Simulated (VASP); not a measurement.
# W (Im-3m) in VASP: a series of runs

The runs below take W through single point, with PBE.

Everything below comes from runs of VASP 6.6.1. Logs are shortened: lines on timing, memory, paths and dates and some standing lists are left out, and cuts for length are marked.

## Step 1: The cell of the first run

The structure is cubic, space group Im-3m (No. 229). Conventional cell: a = 3.120 Å, b = 3.120 Å, c = 3.120 Å, α = 90.00°, β = 90.00°, γ = 90.00°. W (site symmetry m-3m) has 14 W at 2.70 to 3.12 Å within 3.6 Å.

## Step 2: Single point, PBE (equal strain along all axes, cell held: -2.0 %)

INCAR

```
  PREC = Accurate
  ENCUT = 520
  EDIFF = 1E-7
  ISMEAR = 0
  SIGMA = 0.1
  LREAL = F
  LASPH = T
  NELM = 60
  ALGO = Normal
  ISIF = 2
  LWAVE = F
  LCHARG = F
  GGA = PE
  NBANDS = 21
```

KPOINTS

```
regular mesh
0
Gamma
  16 16 16
```

POSCAR

```
W
1.0
    3.1198918910      0.0000000000      0.0000000000
    0.0000000000      3.1198918910      0.0000000000
    0.0000000000      0.0000000000      3.1198918910
W
2
Direct
    0.0000000000      0.0000000000      0.0000000000
    0.5000000000      0.5000000000      0.5000000000
```

Potentials or basis: VASP PAW PBE potentials, release 64 (W_sv).

Run with:

```
cat potpaw_PBE.64/W_sv/POTCAR > POTCAR
mpirun -np 1 vasp_std > vasp.out
```

OUTCAR:

```text
PREC = Accurate
   ENCUT = 520
   EDIFF = 1E-7
   ISMEAR = 0
   LREAL = F
   LASPH = T
   NELM = 60
   ISIF = 2
   GGA = PE

 ion  position               nearest neighbor table
   1  0.000  0.000  0.000-   2 2.70   2 2.70   2 2.70   2 2.70   2 2.70   2 2.70   2 2.70   2 2.70

   2  0.500  0.500  0.500-   1 2.70   1 2.70   1 2.70   1 2.70   1 2.70   1 2.70   1 2.70   1 2.70

  LATTYP: Found a simple cubic cell.
 ALAT       =     3.1198918910

  Lattice vectors:

 A1 = (   3.1198918910,   0.0000000000,   0.0000000000)
 A2 = (   0.0000000000,   3.1198918910,   0.0000000000)
 A3 = (   0.0000000000,   0.0000000000,   3.1198918910)

Analysis of symmetry for initial positions (statically):
=====================================================================
 Subroutine PRICEL returns following result:

  LATTYP: Found a body centered cubic cell.
 ALAT       =     3.1198918910

  Lattice vectors:

 A1 = (   1.5599459455,   1.5599459455,  -1.5599459455)
 A2 = (  -1.5599459455,   1.5599459455,   1.5599459455)
 A3 = (   1.5599459455,  -1.5599459455,   1.5599459455)

   2 primitive cells build up your supercell.

 Routine SETGRP: Setting up the symmetry group for a
 simple cubic supercell.

 Subroutine GETGRP returns: Found 48 space group operations
 (whereof 48 operations were pure point group operations)
 out of a pool of 48 trial point group operations.

The static configuration has the point symmetry O_h .

Analysis of symmetry for dynamics (positions and initial velocities):
=====================================================================
 Subroutine PRICEL returns following result:

  LATTYP: Found a body centered cubic cell.
 ALAT       =     3.1198918910

  Lattice vectors:

 A1 = (   1.5599459455,   1.5599459455,  -1.5599459455)
 A2 = (  -1.5599459455,   1.5599459455,   1.5599459455)
 A3 = (   1.5599459455,  -1.5599459455,   1.5599459455)

   2 primitive cells build up your supercell.

 Routine SETGRP: Setting up the symmetry group for a
 simple cubic supercell.

 Subroutine GETGRP returns: Found 48 space group operations
 (whereof 48 operations were pure point group operations)
 out of a pool of 48 trial point group operations.

The dynamic configuration has the point symmetry O_h .

 Subroutine INISYM returns: Found 48 space group operations
 (whereof 48 operations are pure point group operations),
 and found     2 'primitive' translations

----------------------------------------------------------------------------------------

                                     Primitive cell

  volume of cell :      15.1841

  direct lattice vectors                    reciprocal lattice vectors
     1.559945945  1.559945946 -1.559945945     0.320523927  0.320523927  0.000000000
    -1.559945945  1.559945945  1.559945945    -0.000000000  0.320523927  0.320523927
     1.559945945 -1.559945945  1.559945946     0.320523927  0.000000000  0.320523927

  length of vectors
     2.701905635  2.701905635  2.701905635     0.453289284  0.453289284  0.453289284

  position of ions in fractional coordinates (direct lattice)
     0.000000000  0.000000000  0.000000000

  ion indices of the primitive-cell ions
   primitive index   ion index
                 1           1

----------------------------------------------------------------------------------------

 KPOINTS: regular mesh

Automatic generation of k-mesh.
 Grid dimensions read from file:
 generate k-points for:   16   16   16

 Generating k-lattice:

  Cartesian coordinates                     Fractional coordinates (reciprocal lattice)
     0.020032745  0.000000000  0.000000000     0.062500000  0.000000000  0.000000000
     0.000000000  0.020032745  0.000000000     0.000000000  0.062500000  0.000000000
     0.000000000  0.000000000  0.020032745     0.000000000  0.000000000  0.062500000

  Length of vectors
     0.020032745  0.020032745  0.020032745

  Shift w.r.t. Gamma in fractional coordinates (k-lattice)
     0.000000000  0.000000000  0.000000000

 Subroutine IBZKPT returns following result:
 ===========================================

 Found    165 irreducible k-points:

 Following reciprocal coordinates:
            Coordinates               Weight
  0.000000  0.000000  0.000000      1.000000
  0.062500  0.000000  0.000000      6.000000
  0.125000  0.000000  0.000000      6.000000
  0.187500  0.000000  0.000000      6.000000
  0.250000  0.000000  0.000000      6.000000
  0.312500  0.000000  0.000000      6.000000
[... 16 lines left out ...]
  0.437500  0.125000  0.000000     24.000000
  0.500000  0.125000  0.000000     12.000000
 [... further k-points ...]
   k-points           NKPTS =    165   k-points in BZ     NKDIM =    165   number of bands    NBANDS=     21
   number of dos      NEDOS =    301   number of ions     NIONS =      2
   total plane-waves  NPLWV =  13824
   dimension x,y,z NGX =    24 NGY =   24 NGZ =   24
   dimension x,y,z NGXF=    48 NGYF=   48 NGZF=   48
   ions per type =               2
   NGX,Y,Z   is equivalent  to a cutoff of  12.79, 12.79, 12.79 a.u.
   NGXF,Y,Z  is equivalent  to a cutoff of  25.58, 25.58, 25.58 a.u.
 SYSTEM =  unknown system
   PREC   = accura    normal or accurate (medium, high low for compatibility)
   ISTART =      0    job   : 0-new  1-cont  2-samecut
   ICHARG =      2    charge: 1-file 2-atom 10-const
   ISPIN  =      1    spin polarized calculation?
   LNONCOLLINEAR =      F non collinear calculations
   LSORBIT =      F    spin-orbit coupling
   LASPH  =      T    aspherical Exc in radial PAW
   ENCUT  =  520.0 eV  38.22 Ry    6.18 a.u.   5.80  5.80  5.80*2*pi/ulx,y,z
   NELM   =     60;   NELMIN=  2; NELMDL= -5     # of ELM steps
   EDIFF  = 0.1E-06   stopping-criterion for ELM
   LREAL  =      F    real-space projection
   EDIFFG = 0.1E-05   stopping-criterion for IOM
   NSW    =      0    number of steps for IOM
   IBRION =     -1    ionic relax: 0-MD 1-quasi-New 2-CG
   NFREE  =      0    steps in history (QN), initial steepest desc. (CG)
   ISIF   =      2    stress and relaxation
   ISYM   =      2    0-nonsym 1-usesym 2-fastsym
   POTIM  = 0.5000    time-step for ionic-motion
   TEBEG  =    0.0;   TEEND  =   0.0 temperature during run
   PSTRESS=    0.0 pullay stress
   NELECT =      28.0000    total number of electrons
   NUPDOWN=      -1.0000    fix difference up-down
   EMIN   =  10.00;   EMAX   =-10.00  energy-range for DOS
   EFERMI =   0.00;   METHOD = LEGACY
   ISMEAR =     0;   SIGMA  =   0.10  broadening in eV -4-tet -1-fermi 0-gaus
   EFERMI_NEDOS =   21; number of points for ismear=-14 and -15
   IALGO  =     38    algorithm
   IMIX   =      4    mixing-type and parameters
     AMIX     =   0.40;   BMIX     =  1.00
     AMIX_MAG =   1.60;   BMIX_MAG =  1.00
  volume/ion in A,a.u.               =      15.18       102.47
  Fermi-wavevector in a.u.,A,eV,Ry     =   1.593387  3.011065 34.543593  2.538882
  Thomas-Fermi vector in A             =   2.691625
   LORBIT       =      0    0 simple, 1 ext, 2 COOP (PROOUT), +10 PAW based schemes
   GGA     = PE    functional components
   LHFCALC =     F    Hartree Fock is set to
   AEXX    =    0.0000 exact exchange contribution
   IVDW    =     0    specifies the selected vdW correction
   LEPSILON=     F    determine dielectric tensor
   LRPA    =     F    only Hartree local field effects (RPA)
 non-spin polarized calculation
 Gauss-broadening in eV      SIGMA  =   0.10
  energy-cutoff  :      520.00
  volume of cell :       30.37
 maximum number of plane-waves:       840
 NGX is ok and might be reduce to    24
   NGX = 11   NGY = 11   NGZ = 11

 number of electron      28.0000004 magnetization

 Free energy of the ion-electron system (eV)
  ---------------------------------------------------
  ext. energy  EPLUGINS =         0.00000000
  ---------------------------------------------------
  free energy    TOTEN  =       -25.78174372 eV

  energy without entropy =      -25.77466957  energy(sigma->0) =      -25.77820664

 E-fermi :  12.1188     XC(G=0): -13.8864

 val. band max:       12.1187829935   @ k =   0.3750   0.1250   0.0000
 cond. band min:      12.1442418763   @ k =   0.5000   0.1250   0.0625
 fundamental gap:      0.0254588828
 Fermi energy:        12.1187915779

 k-point     1 :       0.0000    0.0000    0.0000
  band No.  band energies     occupation
      1     -62.0521      2.00000
      2     -61.7700      2.00000
      3     -26.5761      2.00000
      4     -26.5761      2.00000
      5     -26.5761      2.00000
      6     -25.5447      2.00000
[... 13 lines left out ...]
     20      20.6834      0.00000
     21      20.6834      0.00000

 k-point     2 :       0.0625    0.0000    0.0000
  band No.  band energies     occupation
      1     -62.0490      2.00000
      2     -61.7724      2.00000
      3     -26.5768      2.00000
      4     -26.5659      2.00000
      5     -26.5659      2.00000
      6     -25.5664      2.00000
[... 13 lines left out ...]
     20      20.3500      0.00000
     21      21.2920      0.00000

 k-point     3 :       0.1250    0.0000    0.0000
  band No.  band energies     occupation
      1     -62.0399      2.00000
      2     -61.7792      2.00000
      3     -26.5777      2.00000
      4     -26.5360      2.00000
      5     -26.5360      2.00000
      6     -25.6290      2.00000
[... 13 lines left out ...]
     20      19.5175      0.00000
     21      22.5857      0.00000
[... 457 lines left out ...]
 k-point    23 :       0.4375    0.1250    0.0000
  band No.  band energies     occupation
      1     -61.9252      2.00000
      2     -61.8743      2.00000
      3     -26.6011      2.00000
      4     -26.4243      2.00000
      5     -26.1428      2.00000
      6     -26.0006      2.00000
[... 13 lines left out ...]
     20      16.1973      0.00000
     21      26.4881      0.00000

 k-point    24 :       0.5000    0.1250    0.0000
  band No.  band energies     occupation
      1     -61.8993      2.00000
      2     -61.8993      2.00000
      3     -26.5247      2.00000
      4     -26.5247      2.00000
      5     -26.0492      2.00000
      6     -26.0492      2.00000
[... 13 lines left out ...]
     20      15.9259      0.00000
     21      26.2931      0.00000

 [... further k-points ...]

------------------------ aborting loop because EDIFF is reached ----------------------------------------

  FORCE on cell =-STRESS in cart. coord.  units (eV):
  Direction    XX          YY          ZZ          XY          YZ          ZX
  --------------------------------------------------------------------------------------
  -------------------------------------------------------------------------------------
  Total        4.1075462      4.1075462      4.1075462     -0.0000000      0.0000000     -0.0000000
  in kB      216.7077290    216.7077290    216.7077290     -0.0000000      0.0000000     -0.0000000
  external PRESSURE =     216.7077290 kB  Pullay stress =       0.0000000 kB

 VOLUME and BASIS-vectors are now :
 -----------------------------------------------------------------------------
  energy-cutoff  :      520.00
  volume of cell :       30.37
      direct lattice vectors                 reciprocal lattice vectors
     3.119891891  0.000000000  0.000000000     0.320523927  0.000000000  0.000000000
     0.000000000  3.119891891  0.000000000     0.000000000  0.320523927  0.000000000
     0.000000000  0.000000000  3.119891891     0.000000000  0.000000000  0.320523927

 POSITION                                       TOTAL-FORCE (eV/Angst)
 -----------------------------------------------------------------------------------
      0.00000      0.00000      0.00000        -0.000000      0.000000     -0.000000
      1.55995      1.55995      1.55995         0.000000     -0.000000      0.000000
 -----------------------------------------------------------------------------------
    total drift:                                0.000000      0.000000     -0.000000

  FREE ENERGIE OF THE ION-ELECTRON SYSTEM (eV)
  ---------------------------------------------------
  free  energy   TOTEN  =       -25.7817437160 eV

  energy  without entropy=      -25.7746695700  energy(sigma->0) =      -25.77820664
```

Run time: 81 s. Hardware: 1 thread of Intel Xeon 8259CL, shared host; peak memory 0.2 GiB.

Results:

```
Free energy            : -25.7817 eV
Pressure               : 21.7 GPa
Band gap on the k mesh : zero (bands 14 and 15 overlap by 1.40 eV)
```

Caveat: the cell differs from its parent crystal (equal strain along all axes, cell held: -2.0 %); the cell stands under pressure; spin-orbit coupling is left out, which moves the levels of the heavy elements.

(Continued in part 2 of 2.)
